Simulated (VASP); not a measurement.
# WC in VASP: further runs

WC is run at these levels: PBEsol; tasks: single point, relaxation of the atoms.

Everything below comes from runs of VASP 6.6.1. Logs are shortened: lines on timing, memory, paths and dates and some standing lists are left out, and cuts for length are marked.

### 1 The cell of the first run

The cell holds a slab with vacuum, 12 atoms: a = 5.797 Å, b = 2.898 Å, c = 22.069 Å, α = 90.00°, β = 90.00°, γ = 120.00°.

### 2 Single point, PBEsol

Contents of INCAR:

```
PREC = Accurate
ENCUT = 520
EDIFF = 1E-6
ISMEAR = 0
SIGMA = 0.1
LREAL = F
LASPH = T
NELM = 60
ALGO = Normal
ISIF = 2
LWAVE = F
LCHARG = T
LDIPOL = T
IDIPOL = 3
DIPOL = 0.5 0.5 0.501
GGA = PS
LELF = T
LVHAR = T
LVACPOTAV = T
NBANDS = 66
```

Contents of KPOINTS:

```
regular mesh
0
Gamma
  6 12 1
```

Contents of POSCAR:

```
WC
1.0
    5.7968273287      0.0000000000      0.0000000000
   -1.4492068322      2.5100998640      0.0000000000
    0.0000000000      0.0000000000     22.0690297764
C W
6 6
Direct
    0.3333333333      0.3333333333      0.3398427605
    0.8333333333      0.3333333333      0.3398427605
    0.3333728490      0.3332889764      0.4712890622
    0.8333529967      0.3332510498      0.4712899482
    0.3333917630      0.3334150646      0.5992743277
    0.8333843618      0.3333068264      0.5992735316
    0.0000000000      0.0000000000      0.4039056563
    0.5000000000      0.0000000000      0.4039056563
    0.0000418461     -0.0000718363      0.5335748444
    0.5000355995     -0.0000150059      0.5335762115
    0.0000779183     -0.0000174500      0.6603392530
    0.5000768344      0.0000486663      0.6603495439
```

Potentials or basis: VASP PAW PBE potentials, release 64 (C, W_sv).

Run with:

```
> cat potpaw_PBE.64/C/POTCAR potpaw_PBE.64/W_sv/POTCAR > POTCAR
> mpirun -np 1 vasp_std > vasp.out
```

OUTCAR:

```text
PREC = Accurate
   ENCUT = 520
   EDIFF = 1E-6
   ISMEAR = 0
   LREAL = F
   LASPH = T
   NELM = 60
   ISIF = 2
   GGA = PS

 ion  position               nearest neighbor table
   1  0.333  0.333  0.340-   7 2.19   8 2.19   8 2.19
   2  0.833  0.333  0.340-   8 2.19   7 2.19   7 2.19
   3  0.333  0.333  0.471-  10 2.17   9 2.17  10 2.17   8 2.24   8 2.24   7 2.24
   4  0.833  0.333  0.471-  10 2.17   9 2.17   9 2.17   7 2.24   8 2.24   7 2.24
   5  0.333  0.333  0.599-  11 2.15  12 2.15  12 2.15  10 2.21   9 2.21  10 2.21
   6  0.833  0.333  0.599-  11 2.15  12 2.15  11 2.15   9 2.21  10 2.21   9 2.21
   7  0.000  0.000  0.404-   1 2.19   2 2.19   2 2.19   4 2.24   3 2.24   4 2.24   9 2.86   8 2.90
                             8 2.90   8 2.90   8 2.90
   8  0.500  0.000  0.404-   2 2.19   1 2.19   1 2.19   3 2.24   3 2.24   4 2.24  10 2.86   7 2.90
                             7 2.90   7 2.90   7 2.90
   9  0.000  1.000  0.534-   3 2.17   4 2.17   4 2.17   6 2.21   6 2.21   5 2.21  11 2.80   7 2.86
                            10 2.90  10 2.90  10 2.90  10 2.90
  10  0.500  1.000  0.534-   4 2.17   3 2.17   3 2.17   5 2.21   6 2.21   5 2.21  12 2.80   8 2.86
                             9 2.90   9 2.90   9 2.90   9 2.90
  11  0.000  1.000  0.660-   5 2.15   6 2.15   6 2.15   9 2.80  12 2.90  12 2.90  12 2.90  12 2.90

  12  0.500  0.000  0.660-   6 2.15   5 2.15   5 2.15  10 2.80  11 2.90  11 2.90  11 2.90  11 2.90

  Warning from LATTYP: Monoclinic adjustment (A1->A3, A2->A1, A3->A2)!
  LATTYP: Found a simple orthorhombic cell.
 ALAT       =     2.8984136644
 B/A-ratio  =     1.7320508076
 C/A-ratio  =     7.6141753152

  Lattice vectors:

 A1 = (   1.4492068322,  -2.5100998640,   0.0000000000)
 A2 = (   4.3476204965,   2.5100998640,   0.0000000000)
 A3 = (   0.0000000000,   0.0000000000,  22.0690297764)

Analysis of symmetry for initial positions (statically):
=====================================================================
 Subroutine PRICEL returns:
 Original cell was already a primitive cell.

 Routine SETGRP: Setting up the symmetry group for a
 simple orthorhombic supercell.

 Subroutine GETGRP returns: Found  1 space group operations
 (whereof  1 operations were pure point group operations)
 out of a pool of  8 trial point group operations.

The static configuration has the point symmetry C_1 .

Analysis of symmetry for dynamics (positions and initial velocities):
=====================================================================
 Subroutine PRICEL returns:
 Original cell was already a primitive cell.

 Routine SETGRP: Setting up the symmetry group for a
 simple orthorhombic supercell.

 Subroutine GETGRP returns: Found  1 space group operations
 (whereof  1 operations were pure point group operations)
 out of a pool of  8 trial point group operations.

The dynamic configuration has the point symmetry C_1 .

 Subroutine INISYM returns: Found  1 space group operations
 (whereof  1 operations are pure point group operations),
 and found     1 'primitive' translations

----------------------------------------------------------------------------------------

                                     Primitive cell

  volume of cell :     321.1180

  direct lattice vectors                    reciprocal lattice vectors
     5.796827329  0.000000000  0.000000000     0.172508157  0.099597631  0.000000000
    -1.449206832  2.510099864  0.000000000     0.000000000  0.398390524  0.000000000
     0.000000000  0.000000000 22.069029776     0.000000000  0.000000000  0.045312368

  length of vectors
     5.796827329  2.898413664 22.069029776     0.199195262  0.398390524  0.045312368

  position of ions in fractional coordinates (direct lattice)
     0.333333333  0.333333333  0.339842760
     0.833333333  0.333333333  0.339842760
     0.333372849  0.333288976  0.471289062
     0.833352997  0.333251050  0.471289948
     0.333391763  0.333415065  0.599274328
     0.833384362  0.333306826  0.599273532
     0.000000000  0.000000000  0.403905656
     0.500000000  0.000000000  0.403905656
     0.000041846  0.999928164  0.533574844
     0.500035600  0.999984994  0.533576211
     0.000077918  0.999982550  0.660339253
     0.500076834  0.000048666  0.660349544

  ion indices of the primitive-cell ions
   primitive index   ion index
                 1           1
                 2           2
                 3           3
                 4           4
                 5           5
                 6           6
                 7           7
                 8           8
                 9           9
                10          10
                11          11
                12          12

----------------------------------------------------------------------------------------

 KPOINTS: regular mesh

Automatic generation of k-mesh.
 Grid dimensions read from file:
 generate k-points for:    6   12    1

 Generating k-lattice:

  Cartesian coordinates                     Fractional coordinates (reciprocal lattice)
     0.028751360  0.016599605  0.000000000     0.166666667 -0.000000000  0.000000000
     0.000000000  0.033199210  0.000000000     0.000000000  0.083333333  0.000000000
     0.000000000  0.000000000  0.045312368     0.000000000  0.000000000  1.000000000

  Length of vectors
     0.033199210  0.033199210  0.045312368

  Shift w.r.t. Gamma in fractional coordinates (k-lattice)
     0.000000000  0.000000000  0.000000000

 Subroutine IBZKPT returns following result:
 ===========================================

 Found     38 irreducible k-points:

 Following reciprocal coordinates:
            Coordinates               Weight
  0.000000  0.000000  0.000000      1.000000
  0.166667  0.000000  0.000000      2.000000
  0.333333  0.000000  0.000000      2.000000
  0.500000  0.000000  0.000000      1.000000
  0.000000  0.083333  0.000000      2.000000
 -0.166667  0.083333  0.000000      2.000000
[... 16 lines left out ...]
  0.000000  0.333333  0.000000      2.000000
  0.333333  0.333333  0.000000      2.000000
 [... further k-points ...]
   k-points           NKPTS =     38   k-points in BZ     NKDIM =     38   number of bands    NBANDS=     66
   number of dos      NEDOS =    301   number of ions     NIONS =     12
   total plane-waves  NPLWV = 193536
   dimension x,y,z NGX =    48 NGY =   24 NGZ =  168
   dimension x,y,z NGXF=    96 NGYF=   48 NGZF=  336
   ions per type =               6   6
   NGX,Y,Z   is equivalent  to a cutoff of  13.77, 13.77, 12.66 a.u.
   NGXF,Y,Z  is equivalent  to a cutoff of  27.53, 27.53, 25.31 a.u.
 SYSTEM =  unknown system
   PREC   = accura    normal or accurate (medium, high low for compatibility)
   ISTART =      0    job   : 0-new  1-cont  2-samecut
   ICHARG =      2    charge: 1-file 2-atom 10-const
   ISPIN  =      1    spin polarized calculation?
   LNONCOLLINEAR =      F non collinear calculations
   LSORBIT =      F    spin-orbit coupling
   LASPH  =      T    aspherical Exc in radial PAW
   ENCUT  =  520.0 eV  38.22 Ry    6.18 a.u.  10.78  5.39 41.03*2*pi/ulx,y,z
   NELM   =     60;   NELMIN=  2; NELMDL= -5     # of ELM steps
   EDIFF  = 0.1E-05   stopping-criterion for ELM
   LREAL  =      F    real-space projection
   EDIFFG = 0.1E-04   stopping-criterion for IOM
   NSW    =      0    number of steps for IOM
   IBRION =     -1    ionic relax: 0-MD 1-quasi-New 2-CG
   NFREE  =      0    steps in history (QN), initial steepest desc. (CG)
   ISIF   =      2    stress and relaxation
   ISYM   =      2    0-nonsym 1-usesym 2-fastsym
   POTIM  = 0.5000    time-step for ionic-motion
   TEBEG  =    0.0;   TEEND  =   0.0 temperature during run
   PSTRESS=    0.0 pullay stress
   NELECT =     108.0000    total number of electrons
   NUPDOWN=      -1.0000    fix difference up-down
   EMIN   =  10.00;   EMAX   =-10.00  energy-range for DOS
   EFERMI =   0.00;   METHOD = LEGACY
   ISMEAR =     0;   SIGMA  =   0.10  broadening in eV -4-tet -1-fermi 0-gaus
   EFERMI_NEDOS =   21; number of points for ismear=-14 and -15
   IALGO  =     38    algorithm
   IMIX   =      4    mixing-type and parameters
     AMIX     =   0.40;   BMIX     =  1.00
     AMIX_MAG =   1.60;   BMIX_MAG =  1.00
  volume/ion in A,a.u.               =      26.76       180.58
  Fermi-wavevector in a.u.,A,eV,Ry     =   1.138486  2.151428 17.635212  1.296151
  Thomas-Fermi vector in A             =   2.275191
   LORBIT       =      0    0 simple, 1 ext, 2 COOP (PROOUT), +10 PAW based schemes
   GGA     = PS    functional components
   LHFCALC =     F    Hartree Fock is set to
   AEXX    =    0.0000 exact exchange contribution
   IVDW    =     0    specifies the selected vdW correction
   LEPSILON=     F    determine dielectric tensor
   LRPA    =     F    only Hartree local field effects (RPA)
 non-spin polarized calculation
 Gauss-broadening in eV      SIGMA  =   0.10
  energy-cutoff  :      520.00
  volume of cell :      321.12
 maximum number of plane-waves:      8723
 NGX is ok and might be reduce to    48
   NGX = 21   NGY = 11   NGZ = 83

 dipolmoment           0.000000      0.000000      0.033171 electrons x Angstroem

 number of electron     107.9999997 magnetization

 dipolmoment           0.000000      0.000000     -0.099916 electrons x Angstroem

 Free energy of the ion-electron system (eV)
  ---------------------------------------------------
  ext. energy  EPLUGINS =         0.00000000
  ---------------------------------------------------
  free energy    TOTEN  =      -132.20451049 eV

  energy without entropy =     -132.17999846  energy(sigma->0) =     -132.19225448

 E-fermi :   0.7793     XC(G=0):  -6.3747

 val. band max:        0.7657689478   @ k =   0.1667   0.4167   0.0000
 cond. band min:       0.7871291741   @ k =   0.0000   0.0833   0.0000
 fundamental gap:      0.0213602263
 Fermi energy:         0.7793356864

 k-point     1 :       0.0000    0.0000    0.0000
  band No.  band energies     occupation
      1     -73.1445      2.00000
      2     -73.1107      2.00000
      3     -73.0858      2.00000
      4     -73.0507      2.00000
      5     -72.9042      2.00000
      6     -72.8440      2.00000
[... 58 lines left out ...]
     65       4.9833      0.00000
     66       5.4071      0.00000

 k-point     2 :       0.1667    0.0000    0.0000
  band No.  band energies     occupation
      1     -73.1406      2.00000
      2     -73.1067      2.00000
      3     -73.0897      2.00000
      4     -73.0547      2.00000
      5     -72.9002      2.00000
      6     -72.8481      2.00000
[... 58 lines left out ...]
     65       4.3911      0.00000
     66       4.8113      0.00000

 k-point     3 :       0.3333    0.0000    0.0000
  band No.  band energies     occupation
      1     -73.1298      2.00000
      2     -73.1005      2.00000
      3     -73.0958      2.00000
      4     -73.0658      2.00000
      5     -72.8892      2.00000
      6     -72.8591      2.00000
[... 1438 lines left out ...]
     65       4.9252      0.00000
     66       5.2367      0.00000

 k-point    24 :       0.3333    0.3333    0.0000
  band No.  band energies     occupation
      1     -73.1005      2.00000
      2     -73.0858      2.00000
      3     -73.0658      2.00000
      4     -73.0507      2.00000
      5     -72.8591      2.00000
      6     -72.8440      2.00000
[... 58 lines left out ...]
     65       4.9253      0.00000
     66       5.2369      0.00000

 [... further k-points ...]

------------------------ aborting loop because EDIFF is reached ----------------------------------------

  FORCE on cell =-STRESS in cart. coord.  units (eV):
  Direction    XX          YY          ZZ          XY          YZ          ZX
  --------------------------------------------------------------------------------------
  -------------------------------------------------------------------------------------
  Total       -6.4809678     -6.4808423    -13.5046850      0.0013492     -0.0019981     -0.0091390
  in kB      -32.3359661    -32.3353398    -67.3799113      0.0067317     -0.0099695     -0.0455976
  external PRESSURE =     -44.0170724 kB  Pullay stress =       0.0000000 kB

 VOLUME and BASIS-vectors are now :
 -----------------------------------------------------------------------------
  energy-cutoff  :      520.00
  volume of cell :      321.12
      direct lattice vectors                 reciprocal lattice vectors
     5.796827329  0.000000000  0.000000000     0.172508157  0.099597631  0.000000000
    -1.449206832  2.510099864  0.000000000     0.000000000  0.398390524  0.000000000
     0.000000000  0.000000000 22.069029776     0.000000000  0.000000000  0.045312368

 POSITION                                       TOTAL-FORCE (eV/Angst)
 -----------------------------------------------------------------------------------
      1.44921      0.83670      7.50000        -0.000180      0.000006      5.030882
      4.34762      0.83670      7.50000         0.000010      0.000030      5.030979
      1.44950      0.83659     10.40089        -0.001754      0.000516     -0.006933
      4.34785      0.83649     10.40091        -0.000095      0.001333     -0.007232
      1.44943      0.83691     13.22540         0.001724     -0.002410      0.007122
      4.34795      0.83663     13.22539         0.000032      0.000172      0.006349
      0.00000      0.00000      8.91381         0.001464     -0.001016     -5.099331
      2.89841      0.00000      8.91381         0.001585     -0.000522     -5.099346
     -1.44886      2.50992     11.77548        -0.001794      0.002054      0.001323
      1.44943      2.51006     11.77551         0.001247      0.000011      0.001973
     -1.44873      2.51006     14.57305        -0.001553      0.000665      0.069885
      2.89879      0.00012     14.57327        -0.000686     -0.000837      0.064328
 -----------------------------------------------------------------------------------
    total drift:                               -0.000005      0.000000     -0.000476

  FREE ENERGIE OF THE ION-ELECTRON SYSTEM (eV)
  ---------------------------------------------------
  free  energy   TOTEN  =      -132.2045104918 eV

  energy  without entropy=     -132.1799984609  energy(sigma->0) =     -132.19225448

 vacuum level on the upper side and lower side of the slab         5.869         7.112
```

It took 33 min on 1 thread of Intel Xeon Platinum 8488C (Sapphire Rapids), shared host; peak memory 0.83 GiB.

What came out:

| Quantity | Value |
| --- | --- |
| Free energy | -132.2045 eV |
| Largest force | 5.099 eV/Å |
| Band gap on the k mesh | zero (bands 54 and 55 overlap by 0.71 eV) |

Forces on the atoms (eV/Å):
```
C    0.000  0.000  5.031
C    0.000  0.000  5.031
C   -0.002  0.001 -0.007
C    0.000  0.001 -0.007
C    0.002 -0.002  0.007
C    0.000  0.000  0.006
W    0.001 -0.001 -5.099
W    0.002 -0.001 -5.099
W   -0.002  0.002  0.001
W    0.001  0.000  0.002
W   -0.002  0.001  0.070
W   -0.001 -0.001  0.064
```

Caveat: the PAW data sets were made with another functional, which shifts forces and pressure a little; spin-orbit coupling is left out, which moves the levels of the heavy elements.

(Part 1 of 2 ends here.)
